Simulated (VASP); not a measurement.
# Au (Fm-3m) in VASP: notebook

Runs on Au. Level: PBE. Tasks: single point, relaxation of cell and atoms.

All numbers are computed with VASP 6.6.1; they aren't measurements. Logs are shortened: lines on timing, memory, paths and dates and some standing lists are left out, and cuts for length are marked.

## (1) The cell of the first run

The structure is cubic, space group Fm-3m (No. 225). Conventional cell: a = 4.149 Å, b = 4.149 Å, c = 4.149 Å, α = 90.00°, β = 90.00°, γ = 90.00°. Within 3.9 Å of Au (site symmetry m-3m) lie 12 Au at 2.93 Å.

## (2) Single point, PBE

The input, INCAR:

```
ALGO = Normal ; EDIFF = 1E-6
ENCUT = 520 ; GGA = PE
ISIF = 2 ; ISMEAR = -1
LASPH = T ; LCHARG = T
LELF = T ; LREAL = F
LVHAR = T ; LWAVE = F
NBANDS = 12 ; NELM = 80
PREC = Accurate ; SIGMA = 0.08
```

The input, KPOINTS:

```
k-points
0
Gamma
  16 16 16
```

The input, POSCAR:

```
Au
1.0
    0.0000000000      2.0747155046      2.0747155046
    2.0747155046      0.0000000000      2.0747155046
    2.0747155046      2.0747155046      0.0000000000
Au
1
Direct
    0.0000000000      0.0000000000      0.0000000000
```

Potentials or basis: VASP PAW PBE potentials, release 64 (Au).

Run with:

```console
cat potpaw_PBE.64/Au/POTCAR > POTCAR
mpirun -np 1 vasp_std > vasp.out
```

OUTCAR:

```text
EDIFF = 1E-6
   ENCUT = 520
   GGA = PE
   ISIF = 2
   ISMEAR = -1
   LASPH = T
   LREAL = F
   NELM = 80
   PREC = Accurate

 ion  position               nearest neighbor table
   1  0.000  0.000  0.000-

  LATTYP: Found a face centered cubic cell.
 ALAT       =     4.1494310092

  Lattice vectors:

 A1 = (   0.0000000000,   2.0747155046,   2.0747155046)
 A2 = (   2.0747155046,   0.0000000000,   2.0747155046)
 A3 = (   2.0747155046,   2.0747155046,   0.0000000000)

Analysis of symmetry for initial positions (statically):
=====================================================================
 Subroutine PRICEL returns:
 Original cell was already a primitive cell.

 Routine SETGRP: Setting up the symmetry group for a
 face centered cubic supercell.

 Subroutine GETGRP returns: Found 48 space group operations
[... 9 lines left out ...]

 Routine SETGRP: Setting up the symmetry group for a
 face centered cubic supercell.

 Subroutine GETGRP returns: Found 48 space group operations
[... 11 lines left out ...]
                                     Primitive cell

  volume of cell :      17.8610

  direct lattice vectors                    reciprocal lattice vectors
     0.000000000  2.074715505  2.074715505    -0.240996898  0.240996898  0.240996898
     2.074715505  0.000000000  2.074715505     0.240996898 -0.240996898  0.240996898
     2.074715505  2.074715505  0.000000000     0.240996898  0.240996898 -0.240996898

  length of vectors
     2.934090805  2.934090805  2.934090805     0.417418871  0.417418871  0.417418871

  position of ions in fractional coordinates (direct lattice)
     0.000000000  0.000000000  0.000000000

  ion indices of the primitive-cell ions
   primitive index   ion index
                 1           1

----------------------------------------------------------------------------------------

 KPOINTS: k-points

Automatic generation of k-mesh.
 Grid dimensions read from file:
 generate k-points for:   16   16   16

 Generating k-lattice:

  Cartesian coordinates                     Fractional coordinates (reciprocal lattice)
    -0.015062306  0.015062306  0.015062306     0.062500000  0.000000000  0.000000000
     0.015062306 -0.015062306  0.015062306     0.000000000  0.062500000  0.000000000
     0.015062306  0.015062306 -0.015062306     0.000000000  0.000000000  0.062500000

  Length of vectors
     0.026088679  0.026088679  0.026088679

  Shift w.r.t. Gamma in fractional coordinates (k-lattice)
     0.000000000  0.000000000  0.000000000

 Subroutine IBZKPT returns following result:
 ===========================================

 Found    145 irreducible k-points:

 Following reciprocal coordinates:
            Coordinates               Weight
  0.000000  0.000000  0.000000      1.000000
  0.062500  0.000000  0.000000      8.000000
  0.125000  0.000000  0.000000      8.000000
  0.187500  0.000000  0.000000      8.000000
  0.250000  0.000000  0.000000      8.000000
  0.312500  0.000000  0.000000      8.000000
[... 16 lines left out ...]
 -0.125000  0.062500  0.000000     24.000000
 -0.062500  0.062500  0.000000     12.000000
 [... further k-points ...]
   k-points           NKPTS =    145   k-points in BZ     NKDIM =    145   number of bands    NBANDS=     12
   number of dos      NEDOS =    301   number of ions     NIONS =      1
   total plane-waves  NPLWV =  13824
   dimension x,y,z NGX =    24 NGY =   24 NGZ =   24
   dimension x,y,z NGXF=    48 NGYF=   48 NGZF=   48
   ions per type =               1
   NGX,Y,Z   is equivalent  to a cutoff of  13.60, 13.60, 13.60 a.u.
   NGXF,Y,Z  is equivalent  to a cutoff of  27.20, 27.20, 27.20 a.u.
 SYSTEM =  unknown system
   PREC   = accura    normal or accurate (medium, high low for compatibility)
   ISTART =      0    job   : 0-new  1-cont  2-samecut
   ICHARG =      2    charge: 1-file 2-atom 10-const
   ISPIN  =      1    spin polarized calculation?
   LNONCOLLINEAR =      F non collinear calculations
   LSORBIT =      F    spin-orbit coupling
   LASPH  =      T    aspherical Exc in radial PAW
   ENCUT  =  520.0 eV  38.22 Ry    6.18 a.u.   5.46  5.46  5.46*2*pi/ulx,y,z
   NELM   =     80;   NELMIN=  2; NELMDL= -5     # of ELM steps
   EDIFF  = 0.1E-05   stopping-criterion for ELM
   LREAL  =      F    real-space projection
   EDIFFG = 0.1E-04   stopping-criterion for IOM
   NSW    =      0    number of steps for IOM
   IBRION =     -1    ionic relax: 0-MD 1-quasi-New 2-CG
   NFREE  =      0    steps in history (QN), initial steepest desc. (CG)
   ISIF   =      2    stress and relaxation
   ISYM   =      2    0-nonsym 1-usesym 2-fastsym
   POTIM  = 0.5000    time-step for ionic-motion
   TEBEG  =    0.0;   TEEND  =   0.0 temperature during run
   PSTRESS=    0.0 pullay stress
   NELECT =      11.0000    total number of electrons
   NUPDOWN=      -1.0000    fix difference up-down
   EMIN   =  10.00;   EMAX   =-10.00  energy-range for DOS
   EFERMI =   0.00;   METHOD = LEGACY
   ISMEAR =    -1;   SIGMA  =   0.08  broadening in eV -4-tet -1-fermi 0-gaus
   EFERMI_NEDOS =   21; number of points for ismear=-14 and -15
   IALGO  =     38    algorithm
   IMIX   =      4    mixing-type and parameters
     AMIX     =   0.40;   BMIX     =  1.00
     AMIX_MAG =   1.60;   BMIX_MAG =  1.00
  volume/ion in A,a.u.               =      17.86       120.53
  Fermi-wavevector in a.u.,A,eV,Ry     =   1.392848  2.632102 26.395664  1.940027
  Thomas-Fermi vector in A             =   2.516551
   LORBIT       =      0    0 simple, 1 ext, 2 COOP (PROOUT), +10 PAW based schemes
   GGA     = PE    functional components
   LHFCALC =     F    Hartree Fock is set to
   AEXX    =    0.0000 exact exchange contribution
   IVDW    =     0    specifies the selected vdW correction
   LEPSILON=     F    determine dielectric tensor
   LRPA    =     F    only Hartree local field effects (RPA)
 non-spin polarized calculation
  energy-cutoff  :      520.00
  volume of cell :       17.86
 maximum number of plane-waves:       531
 NGX is ok and might be reduce to    24
   NGX = 11   NGY = 11   NGZ = 11

 number of electron      11.0000002 magnetization

 Free energy of the ion-electron system (eV)
  ---------------------------------------------------
  ext. energy  EPLUGINS =         0.00000000
  ---------------------------------------------------
  free energy    TOTEN  =        -3.22348278 eV

  energy without entropy =       -3.21739494  energy(sigma->0) =       -3.22043886

 E-fermi :   8.6683     XC(G=0): -12.4373

 val. band max:        8.6554396181   @ k =   0.5000   0.3125   0.1250
 cond. band min:       8.7181398949   @ k =   0.4375   0.4375   0.0000
 fundamental gap:      0.0627002768
 Fermi energy:         8.6683495843

 k-point     1 :       0.0000    0.0000    0.0000
  band No.  band energies     occupation
      1      -0.6585      2.00000
      2       4.2618      2.00000
      3       4.2618      2.00000
      4       4.2618      2.00000
      5       5.6555      2.00000
      6       5.6555      2.00000
      7      23.2865      0.00000
      8      27.0159      0.00000
      9      27.0159      0.00000
     10      27.0159      0.00000
     11      31.7730      0.00000
     12      35.9150      0.00000

 k-point     2 :       0.0625    0.0000    0.0000
  band No.  band energies     occupation
      1      -0.5278      2.00000
      2       4.2215      2.00000
      3       4.3055      2.00000
      4       4.3055      2.00000
      5       5.6365      2.00000
      6       5.6365      2.00000
      7      23.4284      0.00000
      8      26.1363      0.00000
      9      27.1592      0.00000
     10      27.1592      0.00000
     11      32.4239      0.00000
     12      34.5129      0.00000

 k-point     3 :       0.1250    0.0000    0.0000
  band No.  band energies     occupation
      1      -0.1487      2.00000
      2       4.1249      2.00000
      3       4.4143      2.00000
      4       4.4143      2.00000
      5       5.6038      2.00000
      6       5.6038      2.00000
      7      23.5952      0.00000
      8      24.5210      0.00000
      9      27.5495      0.00000
     10      27.5495      0.00000
     11      31.5727      0.00000
     12      33.7098      0.00000

 k-point     4 :       0.1875    0.0000    0.0000
  band No.  band energies     occupation
      1       0.4284      2.00000
      2       4.0502      2.00000
      3       4.5153      2.00000
      4       4.5153      2.00000
      5       5.6342      2.00000
      6       5.6342      2.00000
      7      21.9264      0.00000
      8      24.3633      0.00000
      9      28.0250      0.00000
     10      28.0250      0.00000
     11      30.2750      0.00000
     12      32.2308      0.00000

 k-point     5 :       0.2500    0.0000    0.0000
  band No.  band energies     occupation
      1       1.0758      2.00000
      2       4.1558      2.00000
      3       4.5213      2.00000
      4       4.5213      2.00000
      5       5.8121      2.00000
      6       5.8121      2.00000
      7      19.5738      0.00000
      8      24.2538      0.00000
      9      28.1114      0.00000
     10      28.1114      0.00000
     11      30.0958      0.00000
     12      31.3479      0.00000
[... 228 lines left out ...]
      1       1.3789      2.00000
      2       4.1294      2.00000
      3       4.5205      2.00000
      4       4.5647      2.00000
      5       5.6773      2.00000
      6       6.2177      2.00000
      7      18.8242      0.00000
      8      24.0059      0.00000
      9      26.3334      0.00000
     10      29.3751      0.00000
     11      29.4040      0.00000
     12      31.0545      0.00000

 k-point    22 :      -0.1875    0.0625    0.0000
  band No.  band energies     occupation
      1       0.7554      2.00000
      2       3.9661      2.00000
      3       4.5633      2.00000
      4       4.5935      2.00000
      5       5.4609      2.00000
      6       5.9097      2.00000
      7      21.2295      0.00000
      8      24.2540      0.00000
      9      26.8224      0.00000
     10      29.1000      0.00000
     11      29.4490      0.00000
     12      31.7997      0.00000

 k-point    23 :      -0.1250    0.0625    0.0000
  band No.  band energies     occupation
      1       0.1367      2.00000
      2       4.0268      2.00000
      3       4.4934      2.00000
      4       4.5136      2.00000
      5       5.4492      2.00000
      6       5.7424      2.00000
      7      23.3479      0.00000
      8      24.1791      0.00000
      9      26.7001      0.00000
     10      28.5224      0.00000
     11      30.3325      0.00000
     12      33.4474      0.00000

 k-point    24 :      -0.0625    0.0625    0.0000
  band No.  band energies     occupation
      1      -0.3136      2.00000
      2       4.1428      2.00000
      3       4.3659      2.00000
      4       4.3984      2.00000
      5       5.5426      2.00000
      6       5.6798      2.00000
      7      23.6328      0.00000
      8      25.2927      0.00000
      9      26.7346      0.00000
     10      27.7177      0.00000
     11      32.1255      0.00000
     12      34.1053      0.00000

 [... further k-points ...]
[... 5 lines left out ...]
  --------------------------------------------------------------------------------------
  -------------------------------------------------------------------------------------
  Total        0.0683998      0.0683998      0.0683998      0.0000000     -0.0000000      0.0000000
  in kB        6.1356416      6.1356416      6.1356416      0.0000000     -0.0000000      0.0000000
  external PRESSURE =       6.1356416 kB  Pullay stress =       0.0000000 kB

 VOLUME and BASIS-vectors are now :
 -----------------------------------------------------------------------------
  energy-cutoff  :      520.00
  volume of cell :       17.86
      direct lattice vectors                 reciprocal lattice vectors
     0.000000000  2.074715505  2.074715505    -0.240996898  0.240996898  0.240996898
     2.074715505  0.000000000  2.074715505     0.240996898 -0.240996898  0.240996898
     2.074715505  2.074715505  0.000000000     0.240996898  0.240996898 -0.240996898

 POSITION                                       TOTAL-FORCE (eV/Angst)
 -----------------------------------------------------------------------------------
      0.00000      0.00000      0.00000        -0.000000      0.000000     -0.000000
 -----------------------------------------------------------------------------------
    total drift:                                0.000000     -0.000000     -0.000000

  FREE ENERGIE OF THE ION-ELECTRON SYSTEM (eV)
  ---------------------------------------------------
  free  energy   TOTEN  =        -3.2234827831 eV

  energy  without entropy=       -3.2173949372  energy(sigma->0) =       -3.22043886
```

Wall time 8.2 s (1 thread of Intel Xeon 6975P-C (Granite Rapids), shared host); peak memory 0.15 GiB.

Results:

```yaml
Free_energy: -3.2235 eV
Pressure: 0.6 GPa
```

Caveat: spin-orbit coupling is left out, which moves the levels of the heavy elements.

## (3) Single point, PBE

The input, INCAR:

```
SYSTEM = Au
  ALGO = Normal
  EDIFF = 1E-7
  ENCUT = 520
  GGA = PE
  ISIF = 2
  ISMEAR = -1
  LASPH = .TRUE.
  LCHARG = .TRUE.
  LELF = .TRUE.
  LREAL = .FALSE.
  LVHAR = .TRUE.
  LWAVE = .FALSE.
  NBANDS = 12
  NELM = 100
  PREC = Accurate
  SIGMA = 0.08
```

The input, KPOINTS:

```
k-points
0
G
  16 16 16
  0 0 0
```

POSCAR is that of step 2.

Potentials or basis: VASP PAW PBE potentials, release 64 (Au).

Run with:

```console
cat potpaw_PBE.64/Au/POTCAR > POTCAR
mpirun -np 1 vasp_std > vasp.out
```

Wall time 8.8 s (1 thread of Intel Xeon 6975P-C (Granite Rapids), shared host); peak memory 0.16 GiB.

It converged, with:

```
Free energy : -3.2235 eV
Pressure    : 0.6 GPa
```

Levels at points of the mesh, in eV from the Fermi level:
```
           k point  band 3  band 4  band 5  band 6  band 7  band 8  band 9  band 10
(0.00, 0.00, 0.00)   -4.41   -4.41   -3.01   -3.01   14.62   18.35   18.35    18.35
(0.50, 0.00, 0.00)   -4.44   -1.91   -1.91   -0.70    2.87   14.06   16.82    16.82
(0.50, 0.50, 0.00)   -1.95   -1.61   -1.61    1.19    5.44    9.92    9.92    16.75
```

Caveat: spin-orbit coupling is left out, which moves the levels of the heavy elements.

## (4) Relaxation of cell and atoms, PBE, target pressure 0.86 GPa, at which the enthalpy is minimised

The input, INCAR:

```
ALGO = Normal ; EDIFF = 1E-6
EDIFFG = -0.005 ; ENCUT = 600
GGA = PE ; IBRION = 2
ISIF = 3 ; ISMEAR = -1
LASPH = T ; LCHARG = F
LREAL = F ; LWAVE = F
NELM = 60 ; NSW = 60
PREC = Accurate ; PSTRESS = 8.6
SIGMA = 0.08
```

The input, KPOINTS:

```
k-points
0
Gamma
  16 16 16
```

POSCAR is that of step 3.

Potentials or basis: VASP PAW PBE potentials, release 64 (Au).

Run with:

```console
cat potpaw_PBE.64/Au/POTCAR > POTCAR
mpirun -np 1 vasp_std > vasp.out
```

OUTCAR:

```text
EDIFF = 1E-6
   EDIFFG = -0.005
   ENCUT = 600
   GGA = PE
   IBRION = 2
   ISIF = 3
   ISMEAR = -1
   LASPH = T
   LREAL = F
   NELM = 60
   NSW = 60
   PREC = Accurate
   PSTRESS = 8.6

 ion  position               nearest neighbor table
   1  0.000  0.000  0.000-

  LATTYP: Found a face centered cubic cell.
 ALAT       =     4.1494310092

  Lattice vectors:

 A1 = (   0.0000000000,   2.0747155046,   2.0747155046)
 A2 = (   2.0747155046,   0.0000000000,   2.0747155046)
 A3 = (   2.0747155046,   2.0747155046,   0.0000000000)

Analysis of symmetry for initial positions (statically):
=====================================================================
 Subroutine PRICEL returns:
[... 248 lines left out ...]
  ---------------------------------------------------
  free energy    TOTEN  =        -3.22330569 eV

  energy without entropy =       -3.21722222  energy(sigma->0) =       -3.22026396

 E-fermi :   8.6862     XC(G=0): -12.4439

 val. band max:        8.6737650510   @ k =   0.5000   0.3125   0.1250
 cond. band min:       8.7329438118   @ k =   0.4375   0.4375   0.0000
 fundamental gap:      0.0591787608
 Fermi energy:         8.6862081105

 k-point     1 :       0.0000    0.0000    0.0000
  band No.  band energies     occupation
      1      -0.6522      2.00000
      2       4.2737      2.00000
      3       4.2737      2.00000
      4       4.2737      2.00000
      5       5.6702      2.00000
      6       5.6702      2.00000
      7      23.3027      0.00000
      8      27.0387      0.00000
      9      27.0387      0.00000
[... 265 lines left out ...]
 k-point    24 :      -0.0625    0.0625    0.0000
  band No.  band energies     occupation
      1      -0.3069      2.00000
      2       4.1544      2.00000
      3       4.3779      2.00000
      4       4.4105      2.00000
      5       5.5569      2.00000
      6       5.6945      2.00000
      7      23.6503      0.00000
      8      25.3158      0.00000
      9      26.7590      0.00000

 [... further k-points ...]
[... 5 lines left out ...]
  --------------------------------------------------------------------------------------
  -------------------------------------------------------------------------------------
  Total        0.0961540      0.0961540      0.0961540      0.0000000      0.0000000      0.0000000
  in kB        8.6348494      8.6348494      8.6348494      0.0000000      0.0000000      0.0000000
  external PRESSURE =       0.0348494 kB  Pullay stress =       8.6000000 kB
[... 20 lines left out ...]
  energy  without entropy=       -3.2172222213  energy(sigma->0) =       -3.22026396

  enthalpy is  TOTEN    =        -3.1275397214 eV   P V=        0.0957659723

 reached required accuracy - stopping structural energy minimisation
```

OSZICAR:

```text
N       E                     dE             d eps       ncg     rms          rms(c)
DAV:   1     0.509723317224E+02    0.50972E+02   -0.62476E+03  2724   0.122E+03
DAV:   2    -0.300569847024E+01   -0.53978E+02   -0.51469E+02  2704   0.217E+02
DAV:   3    -0.348518051101E+01   -0.47948E+00   -0.47882E+00  3110   0.217E+01
DAV:   4    -0.348656648797E+01   -0.13860E-02   -0.13859E-02  2918   0.122E+00
[... 16 lines left out ...]
DAV:   1    -0.322357681097E+01   -0.42753E-03   -0.55892E-03  2649   0.836E-01    0.991E-02
DAV:   2    -0.322331782092E+01    0.25899E-03   -0.89847E-04  2632   0.289E-01    0.392E-02
DAV:   3    -0.322330684761E+01    0.10973E-04   -0.49741E-05  2687   0.644E-02    0.296E-02
DAV:   4    -0.322330569779E+01    0.11498E-05   -0.18982E-06  2735   0.123E-02    0.553E-04
DAV:   5    -0.322330569368E+01    0.41065E-08   -0.37569E-08  1329   0.190E-03
   3 F= -.31275397E+01 E0= -.31244980E+01  d E =-.105733E-04
```

Wall time 13 s (1 thread of Intel Xeon 6975P-C (Granite Rapids), shared host); peak memory 0.16 GiB.

Results:

```yaml
Free_energy: -3.2233 eV
Relaxed_volume: 17.84 Å³/atom
Relaxed_cell: a = 2.933 Å, b = 2.933 Å, c = 2.933 Å, α = 60.00°, β = 60.00°, γ = 60.00°
Space_group_after_relaxing_to_0.05_Å: Fm-3m (No. 225)
Energy_change_on_relaxing_the_enthalpy_is_what_falls: +0.1 meV/atom
Ionic_steps: 3
Pressure_after_relaxing: 0.9 GPa
```

Final structure:
```
Au
1.0
     0.00000    2.07395    2.07395
     2.07395    0.00000    2.07395
     2.07395    2.07395    0.00000
Au
1
Direct
  0.00000 0.00000 0.00000
```

Caveat: the cell is relaxed towards a set pressure, so the enthalpy falls and the energy may rise; spin-orbit coupling is left out, which moves the levels of the heavy elements.
